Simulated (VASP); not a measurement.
# Ba: single point with PBE

Crystal: Ba.

```
Ba
1.0
     0.00000    2.43628    2.43628
     2.43628    0.00000    2.43628
     2.43628    2.43628    0.00000
Ba
1
Direct
  0.00000 0.00000 0.00000
```

This cell differs from its parent crystal: volume scaled by 0.45.

* Program: VASP 6.6.1
* Task: single point
* Functional: PBE
* Potentials or basis: VASP PAW PBE potentials, release 64 (Ba_sv)
* Cutoff: 520 eV
* k mesh: 10 × 10 × 10
* Occupations: fermi-dirac, width 0.1 eV
* Spin: no spin polarisation
* Dipole correction: no
* Further INCAR settings: ALGO = Normal; EDIFF = 1e-06; NBANDS = 11

The pressure is 19.9 GPa and the band gap on the k mesh is zero (band 5 reaches 6.30 eV, above the bottom of band 6 at 3.67 eV).

Levels at points of the mesh, in eV from the Fermi level:
| k point | band 1 | band 2 | band 3 | band 4 | band 5 | band 6 | band 7 | band 8 | band 9 | band 10 |
| --- | --- | --- | --- | --- | --- | --- | --- | --- | --- | --- |
| (0.00, 0.00, 0.00) | -28.79 | -11.84 | -11.84 | -11.84 | -1.73 | 2.37 | 2.37 | 2.37 | 6.07 | 6.07 |
| (0.50, 0.00, 0.00) | -28.01 | -15.59 | -12.31 | -12.31 | -1.35 | 1.97 | 1.97 | 5.24 | 8.52 | 9.13 |
| (0.50, 0.50, 0.00) | -27.74 | -15.29 | -13.20 | -13.20 | -2.46 | -1.72 | 8.18 | 9.27 | 10.20 | 10.20 |

Run time: 6.9 s on 1 thread of Intel(R) Xeon(R) 6975P-C (Granite Rapids), with other jobs on the host, peak memory 0.16 GiB.

Caveat: spin-orbit coupling is left out, which moves the levels of the heavy elements.
